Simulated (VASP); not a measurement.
# Zn: single point with PBE

Crystal: Zn.

```
Zn
1.0
    -2.61227    2.61227    1.28335
     2.61227   -2.61227    1.28335
     2.61227    2.61227   -1.28335
Zn
2
Direct
  0.62500 0.87500 0.75000
  0.37500 0.12500 0.25000
```

- Program: VASP 6.6.1
- Task: single point
- Functional: PBE
- Potentials or basis: VASP PAW PBE potentials, release 64 (Zn)
- Cutoff: 520 eV
- k mesh: 16 × 16 × 16
- Occupations: fermi-dirac, width 0.1 eV
- Spin: no spin polarisation
- Dipole correction: no
- Further INCAR settings: ALGO = Normal; EDIFF = 1e-06; NBANDS = 19

```yaml
Pressure: -0.3 GPa
Band_gap_on_the_k_mesh: zero (bands 12 and 13 overlap by 7.00 eV)
```

Stress tensor (GPa, compression positive):
```
-0.33  0.00  0.00
 0.00 -0.33  0.00
 0.00  0.00 -0.22
```

Levels at points of the mesh, in eV from the Fermi level:
| k point | band 8 | band 9 | band 10 | band 11 | band 12 | band 13 | band 14 | band 15 | band 16 | band 17 |
| --- | --- | --- | --- | --- | --- | --- | --- | --- | --- | --- |
| (0.00, 0.00, 0.00) | -6.90 | -6.90 | -6.83 | -6.63 | 1.28 | 1.28 | 2.44 | 6.05 | 12.18 | 12.18 |
| (0.50, 0.00, 0.00) | -6.89 | -6.78 | -6.62 | -1.88 | -1.10 | 2.42 | 3.68 | 4.23 | 6.59 | 9.01 |
| (0.50, 0.50, 0.00) | -6.90 | -6.84 | -6.84 | -6.01 | -6.01 | 4.78 | 4.78 | 6.37 | 6.37 | 15.82 |
| (0.50, 0.50, 0.50) | -6.90 | -6.89 | -6.89 | -3.06 | -3.06 | -2.94 | -2.94 | 14.43 | 14.43 | 16.71 |

It took 120 s on 1 thread of AMD EPYC 9R45 (Zen 5), on a shared host, peak memory 0.28 GiB.
